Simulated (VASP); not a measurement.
# Sb (P6_3/mmc) in VASP: further runs, part 2 of 2

VASP 6.6.1.

## (4) Single point, r2SCAN

This run uses another cell than the first one, of 16.71 Å³/atom.

File POSCAR:

```
Sb
1.0
    2.9143514132      0.0000000000      0.0000000000
   -1.4571757066      2.5239023594      0.0000000000
    0.0000000000      0.0000000000      4.5435972275
Sb
2
Direct
    0.3333333333      0.6666666667      0.2500000000
    0.6666666667      0.3333333333      0.7500000000
```

File INCAR.step1:

```
  ALGO = Normal
  EDIFF = 1E-4
  ENCUT = 520
  GGA = PE
  ISMEAR = 0
  LASPH = True
  LCHARG = False
  LREAL = False
  LWAVE = True
  NBANDS = 12
  NELM = 60
  PREC = Accurate
  SIGMA = 0.1
```

File INCAR.step2:

```
  ALGO = Normal
  EDIFF = 1E-6
  ENCUT = 520
  ISIF = 2
  ISMEAR = 0
  ISTART = 1
  LASPH = True
  LCHARG = True
  LELF = True
  LMIXTAU = True
  LREAL = False
  LVHAR = True
  LWAVE = False
  METAGGA = R2SCAN
  NBANDS = 12
  NELM = 60
  PREC = Accurate
  SIGMA = 0.1
```

File KPOINTS:

```
k-points
0
Gamma
  18 18 10
```

Potentials or basis: VASP PAW PBE potentials, release 64 (Sb).

Command:

```sh
$ cat potpaw_PBE.64/Sb/POTCAR > POTCAR
$ cp INCAR.step1 INCAR
$ mpirun -np 1 vasp_std > vasp.out
$ cp INCAR.step2 INCAR
$ mpirun -np 1 vasp_std > vasp.out
```

OUTCAR:

```text
EDIFF = 1E-6
   ENCUT = 520
   ISIF = 2
   ISMEAR = 0
   ISTART = 1
   LASPH = True
   LREAL = False
   METAGGA = R2SCAN
   NELM = 60
   PREC = Accurate

 ion  position               nearest neighbor table
   1  0.333  0.667  0.250-   2 2.83   2 2.83   2 2.83   2 2.83   2 2.83   2 2.83
   2  0.667  0.333  0.750-   1 2.83   1 2.83   1 2.83   1 2.83   1 2.83   1 2.83

  LATTYP: Found a hexagonal cell.
 ALAT       =     2.9143514132
 C/A-ratio  =     1.5590423334

  Lattice vectors:

 A1 = (   2.9143514132,   0.0000000000,   0.0000000000)
 A2 = (  -1.4571757066,   2.5239023594,   0.0000000000)
 A3 = (   0.0000000000,   0.0000000000,   4.5435972275)

Analysis of symmetry for initial positions (statically):
=====================================================================
 Subroutine PRICEL returns:
 Original cell was already a primitive cell.

 Routine SETGRP: Setting up the symmetry group for a
 hexagonal supercell.

 Subroutine GETGRP returns: Found 24 space group operations
 (whereof 12 operations were pure point group operations)
 out of a pool of 24 trial point group operations.

The static configuration has the point symmetry D_3d.
[... 178 lines left out ...]
      6      24.6387      0.00000
      7      24.6387      0.00000
      8      25.5684      0.00000
      9      25.9321      0.00000
     10      28.1309      0.00000
     11      29.5367      0.00000
     12      30.0354      0.00000
[... 331 lines left out ...]
 k-point    24 :       0.3889    0.1111    0.0000
  band No.  band energies     occupation
      1       3.2222      2.00000
      2       6.4624      2.00000
      3      11.2159      2.00000
      4      11.8324      2.00000
      5      13.5600      2.00000
      6      14.5226      2.00000
      7      15.9613      2.00000
      8      21.1432      0.00000
      9      22.8178      0.00000
     10      23.4343      0.00000
     11      29.6392      0.00000
     12      30.3334      0.00000

 [... further k-points ...]

------------------------ aborting loop because EDIFF is reached ----------------------------------------

  FORCE on cell =-STRESS in cart. coord.  units (eV):
  Direction    XX          YY          ZZ          XY          YZ          ZX
  --------------------------------------------------------------------------------------
  -------------------------------------------------------------------------------------
  Total       19.1317121     19.1317121     19.1887657      0.0000000     -0.0000000      0.0000000
  in kB      917.1706008    917.1706008    919.9057415      0.0000000     -0.0000000      0.0000000
  external PRESSURE =     918.0823144 kB  Pullay stress =       0.0000000 kB

 VOLUME and BASIS-vectors are now :
 -----------------------------------------------------------------------------
  energy-cutoff  :      520.00
  volume of cell :       33.42
      direct lattice vectors                 reciprocal lattice vectors
     2.914351413  0.000000000  0.000000000     0.343129519  0.198105920  0.000000000
    -1.457175707  2.523902359  0.000000000     0.000000000  0.396211841  0.000000000
     0.000000000  0.000000000  4.543597228     0.000000000  0.000000000  0.220089931

 POSITION                                       TOTAL-FORCE (eV/Angst)
 -----------------------------------------------------------------------------------
     -0.00000      1.68260      1.13590        -0.000000     -0.000000      0.000000
      1.45718      0.84130      3.40770         0.000000      0.000000      0.000000
 -----------------------------------------------------------------------------------
    total drift:                               -0.000000      0.000000      0.000000

  FREE ENERGIE OF THE ION-ELECTRON SYSTEM (eV)
  ---------------------------------------------------
  free  energy   TOTEN  =       -46.8006360718 eV

  energy  without entropy=      -46.7977799333  energy(sigma->0) =      -46.79920800
```

It took 4.2 min on 1 thread of Intel Xeon 8259CL, shared host; peak memory 0.22 GiB.

Results:

```yaml
Free_energy: -46.8006 eV
Pressure: 91.8 GPa
Band_gap_on_the_k_mesh: zero (bands 5 and 6 overlap by 13.29 eV)
```

Stress tensor (GPa, compression positive):
```
91.72  0.00  0.00
 0.00 91.72  0.00
 0.00  0.00 91.99
```

Levels at points of the mesh, in eV from the Fermi level:
```tsv
k point	band 3	band 4	band 5	band 6	band 7	band 8
(0.00, 0.00, 0.00)	-10.00	5.58	5.58	8.24	8.24	9.17
(0.50, 0.00, 0.00)	-4.30	-4.14	-3.94	-1.19	-0.33	4.48
(0.00, 0.00, 0.50)	0.24	0.24	7.29	7.29	7.29	7.29
(0.50, 0.00, 0.50)	-9.12	-9.12	2.09	2.09	4.19	4.19
```

Caveat: the cell stands under pressure; the PAW data sets were made with another functional, which shifts forces and pressure a little; spin-orbit coupling is left out, which moves the levels of the heavy elements.

## (5) Overview

```tsv
cell	k mesh	gap on the mesh (eV)	pressure (GPa)
a = 3.376, b = 3.376, c = 5.581 Å, angles 90.0, 90.0, 120.0°, 2 atoms	12 × 12 × 8	none	-1.1
a = 2.994, b = 2.994, c = 4.886 Å, angles 90.0, 90.0, 120.0°, 2 atoms	18 × 18 × 8	none	50.5
a = 2.914, b = 2.914, c = 4.544 Å, angles 90.0, 90.0, 120.0°, 2 atoms	18 × 18 × 10	none	91.8
```

Alike in all rows: task single point; level r2SCAN; potentials or basis VASP PAW PBE potentials, release 64 (Sb); no spin polarisation; cutoff (eV) 520; smearing gaussian 0.1 eV.

Caveats: the PAW data sets were made with another functional, which shifts forces and pressure a little; spin-orbit coupling is left out, which moves the levels of the heavy elements; the cell stands under pressure (at least some runs).

Total energies depend on the potentials used, so only differences within one code and one set of settings carry meaning.
